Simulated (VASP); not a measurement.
A run of VASP 6.6.1 is set up as follows.

INCAR

```
SYSTEM = Mg3Sb2
ALGO = Normal ; EDIFF = 1E-6
ENCUT = 600 ; GGA_COMPAT = .FALSE.
ISIF = 2 ; ISMEAR = 0
LASPH = .TRUE. ; LCHARG = .FALSE.
LREAL = .FALSE. ; LWAVE = .FALSE.
NBANDS = 16 ; NELM = 120
PREC = Accurate ; SIGMA = 0.01
```

Contents of KPOINTS:

```
k-points
0
G
  12 12 6
  0 0 0
```

POSCAR

```
Mg3Sb2
1.0
    4.4986734137      0.0000000000      0.0000000000
   -2.2493367068      3.8959654596      0.0000000000
    0.0000000000      0.0000000000      7.1187180819
Mg Sb
3 2
Direct
    0.3333333333      0.6666666667      0.6321759617
    0.6666666667      0.3333333333      0.3678240383
    0.0000000000      0.0000000000      0.0000000000
    0.3333333333      0.6666666667      0.2247095464
    0.6666666667      0.3333333333      0.7752904536
```

Potentials or basis: VASP PAW LDA potentials, release 64 (Mg, Sb).

Command:

```console
$ cat potpaw_LDA.64/Mg/POTCAR potpaw_LDA.64/Sb/POTCAR > POTCAR
$ mpirun -np 1 vasp_std > vasp.out
```

**Question.** Predict the pressure.

**Answer.** 0.0 GPa.

**Question.** What does it give for the largest force?

**Answer.** 0.027 eV/Å.

**Question.** Estimate the band gap on the k mesh.

**Answer.** 0.09 eV (least direct gap 1.23 eV).

Forces in eV/Å, atoms in the order of the input:
```
Mg   0.000  0.000 -0.002
Mg   0.000  0.000  0.002
Mg   0.000  0.000  0.000
Sb   0.000  0.000 -0.027
Sb   0.000  0.000  0.027
```

Caveat: semilocal functionals underestimate gaps, and a narrow one can read as zero; spin-orbit coupling is left out, which moves the levels of the heavy elements. A k mesh can miss the band edges.
